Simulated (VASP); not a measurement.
# Ir (Fm-3m) in VASP: further runs

The runs below take Ir through single point, with PBE, PBE+D3(BJ).

Program: VASP 6.6.1. These are calculated values, not measurements. Logs are shortened: lines on timing, memory, paths and dates and some standing lists are left out, and cuts for length are marked.

### Step 1. The cell of the first run

Symmetry: Fm-3m, No. 225, cubic system. The conventional cell has a = 3.854 Å, b = 3.854 Å, c = 3.854 Å, α = 90.00°, β = 90.00°, γ = 90.00°. Within 3.6 Å of Ir (site symmetry m-3m) lie 12 Ir at 2.73 Å.

### Step 2. Single point, PBE

Input file INCAR:

```
SYSTEM = Ir
PREC     = Accurate       ! precision mode
ENCUT    = 500            ! plane-wave cutoff, eV
EDIFF    = 1E-6           ! SCF threshold, eV
ISMEAR   = 0              ! smearing method
SIGMA    = 0.1            ! smearing width, eV
LREAL    = .FALSE.        ! projectors in reciprocal space
LASPH    = .TRUE.         ! aspherical terms in the spheres
NELM     = 120            ! most SCF steps
ALGO     = Normal         ! electronic algorithm
ISIF     = 2              ! what is computed and relaxed
LWAVE    = .FALSE.        ! write WAVECAR
LCHARG   = .FALSE.        ! write CHGCAR
GGA      = PE             ! functional
ISYM     = 0            
NBANDS   = 10             ! bands
GGA_COMPAT= .FALSE.
```

Input file KPOINTS:

```
Automatic mesh
0
Gamma
  2 2 2
  0.25 0.25 0.25
```

Input file POSCAR:

```
Ir
1.0
    0.0000000000      1.9269646676      1.9269646676
    1.9269646676      0.0000000000      1.9269646676
    1.9269646676      1.9269646676      0.0000000000
Ir
1
Direct
    0.0000000000      0.0000000000      0.0000000000
```

Potentials or basis: VASP PAW PBE potentials, release 64 (Ir).

Command:

```bash
$ cat potpaw_PBE.64/Ir/POTCAR > POTCAR
$ mpirun -np 1 vasp_std > vasp.out
```

OUTCAR:

```text
SYSTEM = Ir
   PREC = Accurate
   ENCUT = 500
   EDIFF = 1E-6
   ISMEAR = 0
   LREAL = .FALSE.
   LASPH = .TRUE.
   NELM = 120
   ISIF = 2
   GGA = PE
   ISYM = 0

 ion  position               nearest neighbor table
   1  0.000  0.000  0.000-

IMPORTANT INFORMATION: All symmetrisations will be switched off!
NOSYMM: (Re-)initialisation of all symmetry stuff for point group C_1.

----------------------------------------------------------------------------------------

                                     Primitive cell

  volume of cell :      14.3104

  direct lattice vectors                    reciprocal lattice vectors
     0.000000000  1.926964668  1.926964668    -0.259475437  0.259475437  0.259475437
     1.926964668  0.000000000  1.926964668     0.259475437 -0.259475437  0.259475437
     1.926964668  1.926964668  0.000000000     0.259475437  0.259475437 -0.259475437

  length of vectors
     2.725139567  2.725139567  2.725139567     0.449424641  0.449424641  0.449424641

  position of ions in fractional coordinates (direct lattice)
     0.000000000  0.000000000  0.000000000

  ion indices of the primitive-cell ions
   primitive index   ion index
                 1           1

----------------------------------------------------------------------------------------

 KPOINTS: Automatic mesh

Automatic generation of k-mesh.
 Grid dimensions read from file:
 generate k-points for:    2    2    2

 Generating k-lattice:

  Cartesian coordinates                     Fractional coordinates (reciprocal lattice)
    -0.129737719  0.129737719  0.129737719     0.500000000  0.000000000  0.000000000
     0.129737719 -0.129737719  0.129737719     0.000000000  0.500000000  0.000000000
     0.129737719  0.129737719 -0.129737719     0.000000000  0.000000000  0.500000000

  Length of vectors
     0.224712320  0.224712320  0.224712320

  Shift w.r.t. Gamma in fractional coordinates (k-lattice)
     0.250000000  0.250000000  0.250000000

 Subroutine IBZKPT returns following result:
 ===========================================

 Found     32 irreducible k-points:

 Following reciprocal coordinates:
            Coordinates               Weight
  0.125000  0.125000  0.125000      2.000000
  0.125000  0.000000  0.000000      2.000000
  0.000000  0.000000 -0.125000      2.000000
  0.000000  0.125000  0.000000      2.000000
 -0.375000  0.125000  0.125000      2.000000
  0.125000 -0.375000  0.125000      2.000000
[... 16 lines left out ...]
  0.500000  0.500000 -0.125000      2.000000
  0.000000  0.500000  0.375000      2.000000
 [... further k-points ...]
   k-points           NKPTS =     32   k-points in BZ     NKDIM =     32   number of bands    NBANDS=     10
   number of dos      NEDOS =    301   number of ions     NIONS =      1
   total plane-waves  NPLWV =   8000
   dimension x,y,z NGX =    20 NGY =   20 NGZ =   20
   dimension x,y,z NGXF=    40 NGYF=   40 NGZF=   40
   ions per type =               1
   NGX,Y,Z   is equivalent  to a cutoff of  12.20, 12.20, 12.20 a.u.
   NGXF,Y,Z  is equivalent  to a cutoff of  24.40, 24.40, 24.40 a.u.
 SYSTEM =  Ir
   PREC   = accura    normal or accurate (medium, high low for compatibility)
   ISTART =      0    job   : 0-new  1-cont  2-samecut
   ICHARG =      2    charge: 1-file 2-atom 10-const
   ISPIN  =      1    spin polarized calculation?
   LNONCOLLINEAR =      F non collinear calculations
   LSORBIT =      F    spin-orbit coupling
   LASPH  =      T    aspherical Exc in radial PAW
   ENCUT  =  500.0 eV  36.75 Ry    6.06 a.u.   4.97  4.97  4.97*2*pi/ulx,y,z
   NELM   =    120;   NELMIN=  2; NELMDL= -5     # of ELM steps
   EDIFF  = 0.1E-05   stopping-criterion for ELM
   LREAL  =      F    real-space projection
   EDIFFG = 0.1E-04   stopping-criterion for IOM
   NSW    =      0    number of steps for IOM
   IBRION =     -1    ionic relax: 0-MD 1-quasi-New 2-CG
   NFREE  =      0    steps in history (QN), initial steepest desc. (CG)
   ISIF   =      2    stress and relaxation
   ISYM   =      0    0-nonsym 1-usesym 2-fastsym
   POTIM  = 0.5000    time-step for ionic-motion
   TEBEG  =    0.0;   TEEND  =   0.0 temperature during run
   PSTRESS=    0.0 pullay stress
   NELECT =       9.0000    total number of electrons
   NUPDOWN=      -1.0000    fix difference up-down
   EMIN   =  10.00;   EMAX   =-10.00  energy-range for DOS
   EFERMI =   0.00;   METHOD = LEGACY
   ISMEAR =     0;   SIGMA  =   0.10  broadening in eV -4-tet -1-fermi 0-gaus
   EFERMI_NEDOS =   21; number of points for ismear=-14 and -15
   IALGO  =     38    algorithm
   IMIX   =      4    mixing-type and parameters
     AMIX     =   0.40;   BMIX     =  1.00
     AMIX_MAG =   1.60;   BMIX_MAG =  1.00
  volume/ion in A,a.u.               =      14.31        96.57
  Fermi-wavevector in a.u.,A,eV,Ry     =   1.402615  2.650559 26.767147  1.967330
  Thomas-Fermi vector in A             =   2.525359
   LORBIT       =      0    0 simple, 1 ext, 2 COOP (PROOUT), +10 PAW based schemes
   GGA     = PE    functional components
   LHFCALC =     F    Hartree Fock is set to
   AEXX    =    0.0000 exact exchange contribution
   IVDW    =     0    specifies the selected vdW correction
   LEPSILON=     F    determine dielectric tensor
   LRPA    =     F    only Hartree local field effects (RPA)
 non-spin polarized calculation
 Gauss-broadening in eV      SIGMA  =   0.10
  energy-cutoff  :      500.00
  volume of cell :       14.31
 maximum number of plane-waves:       364
   NGX =  9   NGY =  9   NGZ =  9

 number of electron       9.0000000 magnetization

 Free energy of the ion-electron system (eV)
  ---------------------------------------------------
  ext. energy  EPLUGINS =         0.00000000
  ---------------------------------------------------
  free energy    TOTEN  =        -7.37786047 eV

  energy without entropy =       -7.37786042  energy(sigma->0) =       -7.37786044

 E-fermi :  10.8801     XC(G=0): -13.9072

 val. band max:       10.5157670578   @ k =   0.0000   0.0000   0.3750
 cond. band min:      11.2496878888   @ k =   0.5000  -0.3750   0.5000
 fundamental gap:      0.7339208310
 Fermi energy:        10.8800574506

 k-point     1 :       0.1250    0.1250    0.1250
  band No.  band energies     occupation
      1      -0.1182      2.00000
      2       6.1516      2.00000
      3       6.7322      2.00000
      4       6.7322      2.00000
      5       9.0025      2.00000
      6       9.0025      2.00000
      7      25.6123      0.00000
      8      27.4952      0.00000
      9      31.1739      0.00000
     10      31.1739      0.00000

 k-point     2 :       0.1250    0.0000    0.0000
  band No.  band energies     occupation
      1      -0.1182      2.00000
      2       6.1516      2.00000
      3       6.7322      2.00000
      4       6.7322      2.00000
      5       9.0025      2.00000
      6       9.0025      2.00000
      7      25.6123      0.00000
      8      27.4952      0.00000
      9      31.1739      0.00000
     10      31.1739      0.00000

 k-point     3 :       0.0000    0.0000   -0.1250
  band No.  band energies     occupation
      1      -0.1182      2.00000
      2       6.1516      2.00000
      3       6.7322      2.00000
      4       6.7322      2.00000
      5       9.0025      2.00000
      6       9.0025      2.00000
      7      25.6123      0.00000
      8      27.4952      0.00000
      9      31.1739      0.00000
     10      31.1739      0.00000

 k-point     4 :       0.0000    0.1250    0.0000
  band No.  band energies     occupation
      1      -0.1182      2.00000
      2       6.1516      2.00000
      3       6.7322      2.00000
      4       6.7322      2.00000
      5       9.0025      2.00000
      6       9.0025      2.00000
      7      25.6123      0.00000
      8      27.4952      0.00000
      9      31.1739      0.00000
     10      31.1739      0.00000

 k-point     5 :      -0.3750    0.1250    0.1250
  band No.  band energies     occupation
      1       2.8036      2.00000
      2       5.8871      2.00000
      3       6.9035      2.00000
      4       7.6634      2.00000
      5      11.2497      0.00000
      6      12.8583      0.00000
      7      17.5772      0.00000
      8      25.1687      0.00000
      9      29.1178      0.00000
     10      29.2112      0.00000

 k-point     6 :       0.1250   -0.3750    0.1250
  band No.  band energies     occupation
      1       2.8036      2.00000
      2       5.8871      2.00000
      3       6.9035      2.00000
      4       7.6634      2.00000
      5      11.2497      0.00000
      6      12.8583      0.00000
      7      17.5772      0.00000
      8      25.1687      0.00000
      9      29.1178      0.00000
     10      29.2112      0.00000
[... 183 lines left out ...]
 k-point    21 :      -0.3750    0.0000    0.5000
  band No.  band energies     occupation
      1       2.8917      2.00000
      2       3.4804      2.00000
      3       8.8905      2.00000
      4      10.2773      2.00000
      5      11.5277      0.00000
      6      13.8112      0.00000
      7      19.7733      0.00000
      8      23.1239      0.00000
      9      23.4493      0.00000
     10      31.8554      0.00000

 k-point    22 :       0.1250    0.5000    0.5000
  band No.  band energies     occupation
      1       2.8917      2.00000
      2       3.4804      2.00000
      3       8.8905      2.00000
      4      10.2773      2.00000
      5      11.5277      0.00000
      6      13.8112      0.00000
      7      19.7733      0.00000
      8      23.1239      0.00000
      9      23.4493      0.00000
     10      31.8554      0.00000

 k-point    23 :       0.5000    0.5000   -0.1250
  band No.  band energies     occupation
      1       2.8917      2.00000
      2       3.4804      2.00000
      3       8.8905      2.00000
      4      10.2773      2.00000
      5      11.5277      0.00000
      6      13.8112      0.00000
      7      19.7733      0.00000
      8      23.1239      0.00000
      9      23.4493      0.00000
     10      31.8554      0.00000

 k-point    24 :       0.0000    0.5000    0.3750
  band No.  band energies     occupation
      1       2.8917      2.00000
      2       3.4804      2.00000
      3       8.8905      2.00000
      4      10.2773      2.00000
      5      11.5277      0.00000
      6      13.8112      0.00000
      7      19.7733      0.00000
      8      23.1239      0.00000
      9      23.4493      0.00000
     10      31.8554      0.00000

 [... further k-points ...]
[... 5 lines left out ...]
  --------------------------------------------------------------------------------------
  -------------------------------------------------------------------------------------
  Total        2.5339961      2.5339967      2.5339957     -0.0000005      0.0000008     -0.0000012
  in kB      283.7038751    283.7039460    283.7038318     -0.0000543      0.0000928     -0.0001305
  external PRESSURE =     283.7038843 kB  Pullay stress =       0.0000000 kB

 VOLUME and BASIS-vectors are now :
 -----------------------------------------------------------------------------
  energy-cutoff  :      500.00
  volume of cell :       14.31
      direct lattice vectors                 reciprocal lattice vectors
     0.000000000  1.926964668  1.926964668    -0.259475437  0.259475437  0.259475437
     1.926964668  0.000000000  1.926964668     0.259475437 -0.259475437  0.259475437
     1.926964668  1.926964668  0.000000000     0.259475437  0.259475437 -0.259475437

 POSITION                                       TOTAL-FORCE (eV/Angst)
 -----------------------------------------------------------------------------------
      0.00000      0.00000      0.00000         0.000000     -0.000002      0.000000
 -----------------------------------------------------------------------------------
    total drift:                                0.000000     -0.000002      0.000000

  FREE ENERGIE OF THE ION-ELECTRON SYSTEM (eV)
  ---------------------------------------------------
  free  energy   TOTEN  =        -7.3778604679 eV

  energy  without entropy=       -7.3778604190  energy(sigma->0) =       -7.37786044
```

Run time: 3.5 s. Hardware: 1 thread of Intel Xeon Platinum 8375C at 2.90GHz (Ice Lake), shared host; peak memory 0.12 GiB.

What came out:

```
Free energy : -7.3779 eV
Pressure    : 28.4 GPa
```

Levels at points of the mesh, in eV from the Fermi level:
```csv
k point,band 1,band 2,band 3,band 4,band 5,band 6,band 7,band 8
"(0.12, 0.12, 0.12)",-11.00,-4.73,-4.15,-4.15,-1.88,-1.88,14.73,16.62
```

Caveat: the k points lie up to 1.41 Å⁻¹ apart; spin-orbit coupling is left out, which moves the levels of the heavy elements.

### Step 3. Single point, PBE+D3(BJ)

Input file INCAR:

```
SYSTEM = Ir
ALGO = Normal
EDIFF = 1E-6
ENCUT = 500
GGA = PE
GGA_COMPAT = .FALSE.
ISIF = 2
ISMEAR = 0
IVDW = 12
LASPH = .TRUE.
LCHARG = .FALSE.
LREAL = .FALSE.
LWAVE = .FALSE.
NBANDS = 10
NELECT = 8.75
NELM = 120
PREC = Accurate
SIGMA = 0.1
```

Input file KPOINTS:

```
k-points
0
G
  2 2 2
  0 0 0
```

POSCAR is that of step 2.

Potentials or basis: VASP PAW PBE potentials, release 64 (Ir).

Command:

```bash
$ cat potpaw_PBE.64/Ir/POTCAR > POTCAR
$ mpirun -np 1 vasp_std > vasp.out
```

Wall time 1.7 s (1 thread of Intel Xeon Platinum 8375C at 2.90GHz (Ice Lake), shared host); peak memory 0.13 GiB.

Results (log left out):

```
Free energy                : -7.6518 eV
Dispersion energy per atom : -0.726 eV
```

Levels at points of the mesh, in eV from the Fermi level:
```csv
k point,band 2,band 3,band 4,band 5,band 6,band 7,band 8,band 9,band 10
"(0.00, 0.00, 0.00)",-4.77,-4.77,-4.77,-2.03,-2.03,13.34,19.12,19.12,19.12
"(0.50, 0.00, 0.00)",-4.80,-4.80,-1.55,-0.03,-0.03,6.22,13.05,18.77,18.77
"(0.50, 0.50, 0.00)",-8.17,0.00,0.49,0.49,0.77,9.47,10.80,10.80,20.36
```

Caveat: the k points lie up to 1.41 Å⁻¹ apart; the cell carries a net charge on a neutralising background, which shifts energy and pressure; the cell is charged against a uniform background, so pressure and absolute levels hang on convention; spin-orbit coupling is left out, which moves the levels of the heavy elements; pairwise dispersion overbinds metals, which lowers pressure and volume.

### Step 4. Single point, PBE

Input file INCAR:

```
SYSTEM = Ir
  PREC = Accurate
  ENCUT = 500
  EDIFF = 1E-6
  ISMEAR = 0
  SIGMA = 0.1
  LREAL = .False.
  LASPH = .True.
  NELM = 120
  ALGO = Normal
  ISIF = 2
  LWAVE = .False.
  LCHARG = .True.
  GGA = PE
  LELF = .True.
  LVHAR = .True.
  NBANDS = 10
  GGA_COMPAT = .False.
```

Input file KPOINTS:

```
Automatic mesh
0
Gamma
  2 2 2
  0 0 0
```

POSCAR is that of step 3.

Command:

```bash
$ cat potpaw_PBE.64/Ir/POTCAR > POTCAR
$ mpirun -np 1 vasp_std > vasp.out
```

Wall time 1.7 s (1 thread of Intel Xeon Platinum 8375C at 2.90GHz (Ice Lake), shared host); peak memory 0.12 GiB.

It converged, with:

* Free energy: -4.0837 eV
* Pressure: 81.5 GPa

Levels at points of the mesh, in eV from the Fermi level:
```
           k point  band 3  band 4  band 5  band 6  band 7  band 8  band 9  band 10
(0.00, 0.00, 0.00)   -4.91   -4.91   -2.10   -2.10   12.83   18.63   18.63    18.63
(0.50, 0.00, 0.00)   -4.95   -1.98   -0.05   -0.05    6.09   12.52   18.38    18.38
(0.50, 0.50, 0.00)   -0.02    0.37    0.48    0.48    9.30   10.40   10.40    20.00
```

Caveat: the k points lie up to 1.41 Å⁻¹ apart; spin-orbit coupling is left out, which moves the levels of the heavy elements.

### Step 5. Single point, PBE

Input file INCAR:

```
SYSTEM = Ir
ALGO = Normal
EDIFF = 1E-6
ENCUT = 500
GGA = PE
GGA_COMPAT = .False.
ISIF = 2
ISMEAR = 0
ISYM = 0
LASPH = .True.
LCHARG = .False.
LREAL = .False.
LWAVE = .False.
NBANDS = 10
NELECT = 8.5
NELM = 120
PREC = Accurate
SIGMA = 0.1
```

Input file KPOINTS:

```
Automatic mesh
0
Gamma
  2 2 2
  0.5 0.5 0.5
```

POSCAR is that of step 4.

Command:

```bash
$ cat potpaw_PBE.64/Ir/POTCAR > POTCAR
$ mpirun -np 1 vasp_std > vasp.out
```

Wall time 2.3 s (1 thread of Intel Xeon Platinum 8375C at 2.90GHz (Ice Lake), shared host); peak memory 0.12 GiB.

The run converged. Its results:

```yaml
Free_energy: -14.1050 eV
```

Levels at points of the mesh, in eV from the Fermi level:
| k point | band 1 | band 2 | band 3 | band 4 | band 5 | band 6 | band 7 | band 8 | band 9 |
| --- | --- | --- | --- | --- | --- | --- | --- | --- | --- |
| (0.25, 0.25, 0.25) | -7.36 | -3.11 | -2.30 | -2.30 | 0.00 | 0.00 | 15.23 | 18.19 | 25.00 |

Caveat: the k points lie up to 1.41 Å⁻¹ apart; the cell carries a net charge on a neutralising background, which shifts energy and pressure; the cell is charged against a uniform background, so pressure and absolute levels hang on convention; spin-orbit coupling is left out, which moves the levels of the heavy elements.

### Step 6. Single point, PBE+D3(BJ)

Input file INCAR:

```
SYSTEM = Ir
  PREC = Accurate
  ENCUT = 500
  EDIFF = 1E-6
  ISMEAR = -5
  SIGMA = 0.1
  LREAL = .False.
  LASPH = .True.
  NELM = 120
  ALGO = Normal
  ISIF = 2
  LWAVE = .False.
  LCHARG = .True.
  GGA = PE
  IVDW = 12
  LELF = .True.
  LVHAR = .True.
  NBANDS = 10
  GGA_COMPAT = .False.
```

Input file KPOINTS:

```
Automatic mesh
0
Gamma
  3 3 3
  0 0 0
```

POSCAR is that of step 5.

Potentials or basis: VASP PAW PBE potentials, release 64 (Ir).

Command:

```bash
$ cat potpaw_PBE.64/Ir/POTCAR > POTCAR
$ mpirun -np 1 vasp_std > vasp.out
```

It took 2 s on 1 thread of Intel Xeon Platinum 8375C at 2.90GHz (Ice Lake), shared host; peak memory 0.13 GiB.

The run converged. Its results:

- Free energy: -8.3416 eV
- Pressure: 20.3 GPa
- Dispersion energy per atom: -0.726 eV

Levels at points of the mesh, in eV from the Fermi level:
```
           k point  band 3  band 4  band 5  band 6  band 7  band 8
(0.00, 0.00, 0.00)   -3.59   -3.59   -0.98   -0.98   14.64   20.12
```

Caveat: the k points lie up to 0.94 Å⁻¹ apart; three body term missing; spin-orbit coupling is left out, which moves the levels of the heavy elements; pairwise dispersion overbinds metals, which lowers pressure and volume; tetrahedron occupations give inexact forces and stress in metals.

### Step 7. The runs side by side

```csv
level,k mesh,smearing,gap on the mesh (eV),pressure (GPa)
PBE,"2 × 2 × 2, shifted",gaussian 0.1 eV,none,28.4
PBE,2 × 2 × 2,gaussian 0.1 eV,none,81.5
PBE+D3(BJ),3 × 3 × 3,tetrahedron,none,20.3
```

Alike in all rows: task single point; potentials or basis VASP PAW PBE potentials, release 64 (Ir); no spin polarisation; cell as given; cutoff (eV) 500.

Caveats: all runs use coarse meshes; spin-orbit coupling is left out, which moves the levels of the heavy elements; three body term missing (some runs); pairwise dispersion overbinds metals, which lowers pressure and volume (some runs); tetrahedron occupations give inexact forces and stress in metals (some runs).

Absolute energies hang on the potentials; compare differences alone.
